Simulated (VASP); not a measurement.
Sr: single point with BLYP

The system is Sr.

```
CELL_PARAMETERS angstrom
4.41656 0.00000 0.00000
-2.20828 3.82485 0.00000
0.00000 0.00000 14.42575
ATOMIC_POSITIONS crystal
Sr 0.00000 0.00000 0.00000
Sr 0.00000 0.00000 0.50000
Sr 0.33333 0.66667 0.25000
Sr 0.66667 0.33333 0.75000
```

This isn't the form of Sr at room conditions, which is fcc.

- Program: VASP 6.6.1
- Task: single point
- Functional: BLYP
- Potentials or basis: VASP PAW PBE potentials, release 64 (Sr_sv)
- Cutoff: 520 eV
- k mesh: 10 × 10 × 3
- Occupations: fermi-dirac, width 0.1 eV
- Spin: no spin polarisation

```
Pressure               : -0.7 GPa
Band gap on the k mesh : zero (bands 20 and 21 overlap by 0.11 eV)
```

Levels at points of the mesh, in eV from the Fermi level:
| k point | band 16 | band 17 | band 18 | band 19 | band 20 | band 21 | band 22 | band 23 | band 24 | band 25 |
| --- | --- | --- | --- | --- | --- | --- | --- | --- | --- | --- |
| (0.00, 0.00, 0.00) | -18.85 | -3.46 | -2.59 | -2.59 | -1.11 | 0.08 | 1.15 | 1.17 | 1.95 | 1.95 |
| (0.50, 0.00, 0.00) | -18.87 | -1.11 | -0.78 | -0.75 | -0.53 | 0.10 | 0.22 | 0.29 | 0.32 | 1.08 |

It took 7.9 min on 1 thread of Intel Xeon 8259CL, on a shared host, peak memory 0.45 GiB.

Caveat: the PAW data sets were made with another functional, which shifts forces and pressure a little.
